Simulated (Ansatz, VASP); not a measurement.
## One calculation of BN, two programs

INCAR

```
PREC     = Accurate       # precision mode
ENCUT    = 910            # plane-wave cutoff, eV
EDIFF    = 1E-7           # SCF threshold, eV
ISMEAR   = 0              # smearing method
SIGMA    = 0.02           # smearing width, eV
LREAL    = F              # projectors in reciprocal space
LASPH    = T              # aspherical terms in the spheres
NELM     = 120            # most SCF steps
ALGO     = Normal         # electronic algorithm
ISIF     = 3              # what is computed and relaxed
LWAVE    = F              # write WAVECAR
LCHARG   = F              # write CHGCAR
GGA      = PE             # functional
IBRION   = 2              # ionic algorithm
NSW      = 100            # ionic steps
EDIFFG   = -0.005         # ionic threshold
GGA_COMPAT= F            
NELMIN   = 4
```

The input KPOINTS:

```
regular mesh
0
Gamma
  12 12 4
```

POSCAR

```
BN
1.0
    2.5121768666      0.0000000000      0.0000000000
   -1.2560884333      2.1756089853      0.0000000000
    0.0000000000      0.0000000000      8.3694704798
B N
2 2
Direct
    0.3333333333      0.6666666667      0.2500000000
    0.6666666667      0.3333333333      0.7500000000
    0.3333333333      0.6666666667      0.7500000000
    0.6666666667      0.3333333333      0.2500000000
```

Input for Ansatz:

```yaml
crystal:
  lattice:
    - [2.5121768666, 0.0, 0.0]
    - [-1.2560884333, 2.1756089853, 0.0]
    - [0.0, 0.0, 8.3694704798]
  atoms:
    - { symbol: B, position: [0.3333333333, 0.6666666667, 0.25] }
    - { symbol: B, position: [0.6666666667, 0.3333333333, 0.75] }
    - { symbol: "N", position: [0.3333333333, 0.6666666667, 0.75] }
    - { symbol: "N", position: [0.6666666667, 0.3333333333, 0.25] }
basis:
  ecutwfc: 420
kpoints:
  mp_grid: { grid: [12, 12, 4] }
hamiltonian:
  xc: pbe
scf:
  occupations: { method: gaussian, width: 0.02 }
output:
  forces: true
  stress: true
  eigenvalues: true
relax:
  adjacent_minimum: "off"
  f_tol: 0.005
  max_steps: 80
  cell: { stress_tol: 0.05 }
```

Alike in both runs: task relaxation of cell and atoms; functional PBE; k mesh 12 × 12 × 4; occupations gaussian, width 0.02 eV; no spin polarisation.

|  | VASP | Ansatz |
| --- | --- | --- |
| version | VASP 6.6.1 | Ansatz 0.2.0 |
| potentials or method | VASP PAW PBE potentials, release 64 (B_h, N_h), cutoff 910 eV | scalar-relativistic, plane waves, PAW |
| valence electrons in the cell | 16 | 16 |

```tsv
	VASP	Ansatz	Ansatz less VASP
gap on the k mesh at the Fermi level, each at its own relaxed structure (eV)	4.49	4.39	-0.095
relaxed volume (Å³/atom)	10.97	11.44	+0.466
relaxed cell length with the largest relative difference (Å)	8.034	8.369	+0.3357
```

Noted on VASP's run: the cutoff is short for stress, so the pressure is rough.
